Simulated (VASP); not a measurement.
Input of a VASP 6.6.1 run:

POSCAR

```
Tl
1.0
    2.7796161231      1.6048121169      1.1149453697
   -2.7796161231      1.6048121169      1.1149453697
    0.0000000000     -3.2096242338      1.1149453697
Tl
1
Direct
    0.5000000000      0.5000000000      0.5000000000
```

INCAR.step1

```
SYSTEM = Tl
PREC     = Accurate       ! precision mode
ENCUT    = 520            ! plane-wave cutoff, eV
ISMEAR   = 0              ! smearing method
SIGMA    = 0.1            ! smearing width, eV
LREAL    = .False.        ! projectors in reciprocal space
LASPH    = .True.         ! aspherical terms in the spheres
NELM     = 100            ! most SCF steps
NBANDS   = 12             ! bands
GGA      = PE             ! functional
ALGO     = Normal         ! electronic algorithm
EDIFF    = 1E-4           ! SCF threshold, eV
LWAVE    = .True.         ! write WAVECAR
LCHARG   = .False.        ! write CHGCAR
```

Contents of INCAR.step2:

```
SYSTEM = Tl
PREC     = Accurate       ! precision mode
ENCUT    = 520            ! plane-wave cutoff, eV
EDIFF    = 1E-6           ! SCF threshold, eV
ISMEAR   = 0              ! smearing method
SIGMA    = 0.1            ! smearing width, eV
LREAL    = .False.        ! projectors in reciprocal space
LASPH    = .True.         ! aspherical terms in the spheres
NELM     = 100            ! most SCF steps
ALGO     = Normal         ! electronic algorithm
ISIF     = 2              ! what is computed and relaxed
LWAVE    = .False.        ! write WAVECAR
LCHARG   = .False.        ! write CHGCAR
METAGGA  = R2SCAN         ! meta-GGA
LMIXTAU  = .True.       
NBANDS   = 12             ! bands
ISTART   = 1
```

File KPOINTS:

```
regular mesh
0
Gamma
  6 6 6
  0 0 0
```

Potentials or basis: VASP PAW PBE potentials, release 64 (Tl_d).

The run is started by

```sh
$ cat potpaw_PBE.64/Tl_d/POTCAR > POTCAR
$ cp INCAR.step1 INCAR
$ mpirun -np 1 vasp_std > vasp.out
$ cp INCAR.step2 INCAR
$ mpirun -np 1 vasp_std > vasp.out
```

(1) What does it give for the pressure?

Results:

(1) 0.3 GPa.

Caveat: the k points lie up to 0.38 Å⁻¹ apart; the PAW data sets were made with another functional, which shifts forces and pressure a little.
